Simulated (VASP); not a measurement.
# Ti (Fm-3m) in VASP: density of states with LDA

Aim: the density of states of Ti with LDA.

Everything below comes from runs of VASP 6.6.1. Logs are shortened: lines on timing, memory, paths and dates and some standing lists are left out, and cuts for length are marked.

## (1) The cell of the first run

It takes space group Fm-3m (No. 225, cubic). The conventional cell has a = 4.005 Å, b = 4.005 Å, c = 4.005 Å, α = 90.00°, β = 90.00°, γ = 90.00°. Ti (site symmetry m-3m) has 12 Ti at 2.83 Å within 3.7 Å.

## (2) Density of states, LDA

The input, POSCAR:

```
Ti
1.0
    0.0000000000      2.0023431454      2.0023431454
    2.0023431454      0.0000000000      2.0023431454
    2.0023431454      2.0023431454      0.0000000000
Ti
1
Direct
    0.0000000000      0.0000000000      0.0000000000
```

The input, INCAR.step1:

```
PREC     = Accurate       # precision mode
ENCUT    = 520            # plane-wave cutoff, eV
EDIFF    = 1E-6           # SCF threshold, eV
ISMEAR   = -1             # smearing method
SIGMA    = 0.1            # smearing width, eV
LREAL    = F              # projectors in reciprocal space
LASPH    = T              # aspherical terms in the spheres
NELM     = 100            # most SCF steps
ALGO     = Normal         # electronic algorithm
ISIF     = 2              # what is computed and relaxed
LWAVE    = F              # write WAVECAR
LCHARG   = T              # write CHGCAR
LMAXMIX  = 4              # l up to which the mixer works
GGA      = CA             # functional
NBANDS   = 12             # bands
```

The input, KPOINTS.step1:

```
regular mesh
0
Gamma
  18 18 18
```

The input, INCAR.step2:

```
PREC     = Accurate       # precision mode
ENCUT    = 520            # plane-wave cutoff, eV
EDIFF    = 1E-6           # SCF threshold, eV
ISMEAR   = -5             # smearing method
SIGMA    = 0.1            # smearing width, eV
LREAL    = F              # projectors in reciprocal space
LASPH    = T              # aspherical terms in the spheres
NELM     = 100            # most SCF steps
ALGO     = Normal         # electronic algorithm
ISIF     = 2              # what is computed and relaxed
LWAVE    = F              # write WAVECAR
LCHARG   = F              # write CHGCAR
LMAXMIX  = 4              # l up to which the mixer works
GGA      = CA             # functional
LORBIT   = 10             # projections on sites
NEDOS    = 1001           # points of the DOS
ICHARG   = 11             # starting density
```

The input, KPOINTS.step2:

```
regular mesh
0
Gamma
  27 27 27
```

Potentials or basis: VASP PAW LDA potentials, release 64 (Ti_sv).

Started as:

```console
cat potpaw_LDA.64/Ti_sv/POTCAR > POTCAR
cp INCAR.step1 INCAR
cp KPOINTS.step1 KPOINTS
mpirun -np 1 vasp_std > vasp.out
cp INCAR.step2 INCAR
cp KPOINTS.step2 KPOINTS
mpirun -np 1 vasp_std > vasp.out
```

OUTCAR:

```text
PREC = Accurate
   ENCUT = 520
   EDIFF = 1E-6
   ISMEAR = -5
   LREAL = F
   LASPH = T
   NELM = 100
   ISIF = 2
   GGA = CA
   LORBIT = 10
   ICHARG = 11

 ion  position               nearest neighbor table
   1  0.000  0.000  0.000-

  LATTYP: Found a face centered cubic cell.
 ALAT       =     4.0046862908

  Lattice vectors:

 A1 = (   0.0000000000,   2.0023431454,   2.0023431454)
 A2 = (   2.0023431454,   0.0000000000,   2.0023431454)
 A3 = (   2.0023431454,   2.0023431454,   0.0000000000)

Analysis of symmetry for initial positions (statically):
=====================================================================
 Subroutine PRICEL returns:
 Original cell was already a primitive cell.

 Routine SETGRP: Setting up the symmetry group for a
 face centered cubic supercell.

 Subroutine GETGRP returns: Found 48 space group operations
 (whereof 48 operations were pure point group operations)
 out of a pool of 48 trial point group operations.

The static configuration has the point symmetry O_h .

Analysis of symmetry for dynamics (positions and initial velocities):
=====================================================================
 Subroutine PRICEL returns:
 Original cell was already a primitive cell.

 Routine SETGRP: Setting up the symmetry group for a
 face centered cubic supercell.

 Subroutine GETGRP returns: Found 48 space group operations
 (whereof 48 operations were pure point group operations)
 out of a pool of 48 trial point group operations.

The dynamic configuration has the point symmetry O_h .

 Subroutine INISYM returns: Found 48 space group operations
 (whereof 48 operations are pure point group operations),
 and found     1 'primitive' translations

----------------------------------------------------------------------------------------

                                     Primitive cell

  volume of cell :      16.0563

  direct lattice vectors                    reciprocal lattice vectors
     0.000000000  2.002343145  2.002343145    -0.249707450  0.249707450  0.249707450
     2.002343145  0.000000000  2.002343145     0.249707450 -0.249707450  0.249707450
     2.002343145  2.002343145  0.000000000     0.249707450  0.249707450 -0.249707450

  length of vectors
     2.831740833  2.831740833  2.831740833     0.432505990  0.432505990  0.432505990

  position of ions in fractional coordinates (direct lattice)
     0.000000000  0.000000000  0.000000000

  ion indices of the primitive-cell ions
   primitive index   ion index
                 1           1

----------------------------------------------------------------------------------------

 KPOINTS: regular mesh

Automatic generation of k-mesh.
 Grid dimensions read from file:
 generate k-points for:   27   27   27

 Generating k-lattice:

  Cartesian coordinates                     Fractional coordinates (reciprocal lattice)
    -0.009248424  0.009248424  0.009248424     0.037037037  0.000000000  0.000000000
     0.009248424 -0.009248424  0.009248424     0.000000000  0.037037037  0.000000000
     0.009248424  0.009248424 -0.009248424     0.000000000  0.000000000  0.037037037

  Length of vectors
     0.016018740  0.016018740  0.016018740

  Shift w.r.t. Gamma in fractional coordinates (k-lattice)
     0.000000000  0.000000000  0.000000000

 TETIRR: Found   2653 inequivalent tetrahedra from   118098

 Subroutine IBZKPT returns following result:
 ===========================================

 Found    560 irreducible k-points:

 Following reciprocal coordinates:
            Coordinates               Weight
  0.000000  0.000000  0.000000      1.000000
  0.037037  0.000000  0.000000      8.000000
  0.074074  0.000000  0.000000      8.000000
  0.111111  0.000000  0.000000      8.000000
  0.148148  0.000000  0.000000      8.000000
  0.185185  0.000000  0.000000      8.000000
[... 16 lines left out ...]
  0.333333  0.037037  0.000000     24.000000
  0.370370  0.037037  0.000000     24.000000
 [... further k-points ...]
   k-points           NKPTS =    560   k-points in BZ     NKDIM =    560   number of bands    NBANDS=     10
   number of dos      NEDOS =   1001   number of ions     NIONS =      1
   total plane-waves  NPLWV =  13824
   dimension x,y,z NGX =    24 NGY =   24 NGZ =   24
   dimension x,y,z NGXF=    48 NGYF=   48 NGZF=   48
   ions per type =               1
   NGX,Y,Z   is equivalent  to a cutoff of  14.09, 14.09, 14.09 a.u.
   NGXF,Y,Z  is equivalent  to a cutoff of  28.18, 28.18, 28.18 a.u.
 SYSTEM =  unknown system
   PREC   = accura    normal or accurate (medium, high low for compatibility)
   ISTART =      0    job   : 0-new  1-cont  2-samecut
   ICHARG =     11    charge: 1-file 2-atom 10-const
   ISPIN  =      1    spin polarized calculation?
   LNONCOLLINEAR =      F non collinear calculations
   LSORBIT =      F    spin-orbit coupling
   LASPH  =      T    aspherical Exc in radial PAW
   ENCUT  =  520.0 eV  38.22 Ry    6.18 a.u.   5.27  5.27  5.27*2*pi/ulx,y,z
   NELM   =    100;   NELMIN=  2; NELMDL=  0     # of ELM steps
   EDIFF  = 0.1E-05   stopping-criterion for ELM
   LREAL  =      F    real-space projection
   EDIFFG = 0.1E-04   stopping-criterion for IOM
   NSW    =      0    number of steps for IOM
   IBRION =     -1    ionic relax: 0-MD 1-quasi-New 2-CG
   NFREE  =      0    steps in history (QN), initial steepest desc. (CG)
   ISIF   =      2    stress and relaxation
   ISYM   =      2    0-nonsym 1-usesym 2-fastsym
   POTIM  = 0.5000    time-step for ionic-motion
   TEBEG  =    0.0;   TEEND  =   0.0 temperature during run
   PSTRESS=    0.0 pullay stress
   NELECT =      12.0000    total number of electrons
   NUPDOWN=      -1.0000    fix difference up-down
   EMIN   =  10.00;   EMAX   =-10.00  energy-range for DOS
   EFERMI =   0.00;   METHOD = LEGACY
   ISMEAR =    -5;   SIGMA  =   0.10  broadening in eV -4-tet -1-fermi 0-gaus
   EFERMI_NEDOS =   21; number of points for ismear=-14 and -15
   IALGO  =     38    algorithm
   IMIX   =      4    mixing-type and parameters
     AMIX     =   0.40;   BMIX     =  1.00
     AMIX_MAG =   1.60;   BMIX_MAG =  1.00
  volume/ion in A,a.u.               =      16.06       108.35
  Fermi-wavevector in a.u.,A,eV,Ry     =   1.485662  2.807494 30.030673  2.207192
  Thomas-Fermi vector in A             =   2.599046
   LORBIT       =     10    0 simple, 1 ext, 2 COOP (PROOUT), +10 PAW based schemes
   GGA     = CA    functional components
   LHFCALC =     F    Hartree Fock is set to
   AEXX    =    0.0000 exact exchange contribution
   IVDW    =     0    specifies the selected vdW correction
   LEPSILON=     F    determine dielectric tensor
   LRPA    =     F    only Hartree local field effects (RPA)
 non-spin polarized calculation
 Fermi weights with tetrahedron method with Bloechl corrections
  energy-cutoff  :      520.00
  volume of cell :       16.06
 maximum number of plane-waves:       446
 NGX is ok and might be reduce to    24

 number of electron      11.9999999 magnetization

 Free energy of the ion-electron system (eV)
  ---------------------------------------------------
  ext. energy  EPLUGINS =         0.00000000
  ---------------------------------------------------
  free energy    TOTEN  =        -8.49918405 eV

  energy without entropy =       -8.49918405  energy(sigma->0) =       -8.49918405

 E-fermi :   8.8488     XC(G=0): -12.1647

 val. band max:        8.8478364118   @ k =   0.4815   0.1111   0.0000
 cond. band min:       8.8436576999   @ k =  -0.4074   0.2963   0.1481
 fundamental gap:     -0.0041787119
 Fermi energy:         8.8488473343

 k-point     1 :       0.0000    0.0000    0.0000
  band No.  band energies     occupation
      1     -47.0493      2.00000
      2     -23.1714      2.00000
      3     -23.1714      2.00000
      4     -23.1714      2.00000
      5       2.6542      2.00000
      6       9.7354      0.00000
      7       9.7354      0.00000
      8       9.7354      0.00000
      9      11.5263      0.00000
     10      11.5263      0.00000

 k-point     2 :       0.0370    0.0000    0.0000
  band No.  band energies     occupation
      1     -47.0470      2.00000
      2     -23.1840      2.00000
      3     -23.1729      2.00000
      4     -23.1729      2.00000
      5       2.7024      2.00000
      6       9.7045      0.00000
      7       9.7538      0.00000
      8       9.7538      0.00000
      9      11.5137      0.00000
     10      11.5137      0.00000

 k-point     3 :       0.0741    0.0000    0.0000
  band No.  band energies     occupation
      1     -47.0401      2.00000
      2     -23.2208      2.00000
      3     -23.1775      2.00000
      4     -23.1775      2.00000
      5       2.8456      2.00000
      6       9.6158      0.00000
      7       9.8059      0.00000
      8       9.8059      0.00000
      9      11.4802      0.00000
     10      11.4802      0.00000

 k-point     4 :       0.1111    0.0000    0.0000
  band No.  band energies     occupation
      1     -47.0289      2.00000
      2     -23.2797      2.00000
      3     -23.1847      2.00000
      4     -23.1847      2.00000
      5       3.0786      2.00000
      6       9.4811      0.00000
      7       9.8816      0.00000
      8       9.8816      0.00000
      9      11.4380      0.00000
     10      11.4380      0.00000

 k-point     5 :       0.1481    0.0000    0.0000
  band No.  band energies     occupation
      1     -47.0141      2.00000
      2     -23.3571      2.00000
      3     -23.1942      2.00000
      4     -23.1942      2.00000
      5       3.3926      2.00000
      6       9.3174      0.00000
      7       9.9624      0.00000
      8       9.9624      0.00000
      9      11.4092      0.00000
     10      11.4092      0.00000

 k-point     6 :       0.1852    0.0000    0.0000
  band No.  band energies     occupation
      1     -46.9964      2.00000
      2     -23.4484      2.00000
      3     -23.2056      2.00000
      4     -23.2056      2.00000
      5       3.7741      2.00000
      6       9.1462      0.00000
      7      10.0215      0.00000
      8      10.0215      0.00000
      9      11.4231      0.00000
     10      11.4231      0.00000
[... 183 lines left out ...]
 k-point    21 :       0.2593    0.0370    0.0000
  band No.  band energies     occupation
      1     -46.9615      2.00000
      2     -23.6182      2.00000
      3     -23.2382      2.00000
      4     -23.2244      2.00000
      5       4.5411      2.00000
      6       8.8809      0.35196
      7      10.0021      0.00000
      8      10.0418      0.00000
      9      11.4567      0.00000
     10      11.7611      0.00000

 k-point    22 :       0.2963    0.0370    0.0000
  band No.  band energies     occupation
      1     -46.9411      2.00000
      2     -23.7192      2.00000
      3     -23.2509      2.00000
      4     -23.2378      2.00000
      5       4.9858      2.00000
      6       8.8160      2.02397
      7       9.9211      0.00000
      8       9.9824      0.00000
      9      11.6690      0.00000
     10      11.9491      0.00000

 k-point    23 :       0.3333    0.0370    0.0000
  band No.  band energies     occupation
      1     -46.9216      2.00000
      2     -23.8143      2.00000
      3     -23.2624      2.00000
      4     -23.2511      2.00000
      5       5.3872      2.00000
      6       8.8426      1.37362
      7       9.8238      0.00000
      8       9.9002      0.00000
      9      11.9209      0.00000
     10      12.1626      0.00000

 k-point    24 :       0.3704    0.0370    0.0000
  band No.  band energies     occupation
      1     -46.9042      2.00000
      2     -23.8987      2.00000
      3     -23.2721      2.00000
      4     -23.2634      2.00000
      5       5.7050      2.00000
      6       8.9768     -0.14674
      7       9.7317      0.00000
      8       9.8124      0.00000
      9      12.1834      0.00000
     10      12.3737      0.00000

 [... further k-points ...]
[... 5 lines left out ...]
  --------------------------------------------------------------------------------------
  -------------------------------------------------------------------------------------
  Total       -0.1035114     -0.1035114     -0.1035114     -0.0000000     -0.0000000     -0.0000000
  in kB      -10.3288854    -10.3288854    -10.3288854     -0.0000000     -0.0000000     -0.0000000
  external PRESSURE =     -10.3288854 kB  Pullay stress =       0.0000000 kB

 VOLUME and BASIS-vectors are now :
 -----------------------------------------------------------------------------
  energy-cutoff  :      520.00
  volume of cell :       16.06
      direct lattice vectors                 reciprocal lattice vectors
     0.000000000  2.002343145  2.002343145    -0.249707450  0.249707450  0.249707450
     2.002343145  0.000000000  2.002343145     0.249707450 -0.249707450  0.249707450
     2.002343145  2.002343145  0.000000000     0.249707450  0.249707450 -0.249707450

 POSITION                                       TOTAL-FORCE (eV/Angst)
 -----------------------------------------------------------------------------------
      0.00000      0.00000      0.00000         0.000000      0.000000     -0.000000
 -----------------------------------------------------------------------------------
    total drift:                               -0.000000     -0.000000      0.000000

  FREE ENERGIE OF THE ION-ELECTRON SYSTEM (eV)
  ---------------------------------------------------
  free  energy   TOTEN  =        -8.4991840525 eV

  energy  without entropy=       -8.4991840525  energy(sigma->0) =       -8.49918405

 total charge

# of ion       s       p       d       tot
------------------------------------------
    1        2.266   6.128   1.986  10.380
```

Run time: 27 s. Hardware: 1 thread of Intel Xeon 6975P-C (Granite Rapids), shared host; peak memory 0.2 GiB.

What came out:

```yaml
Valence_electrons_inside_the_program's_atomic_spheres: Ti 10.38
```

Caveat: tetrahedron occupations give inexact forces and stress in metals.
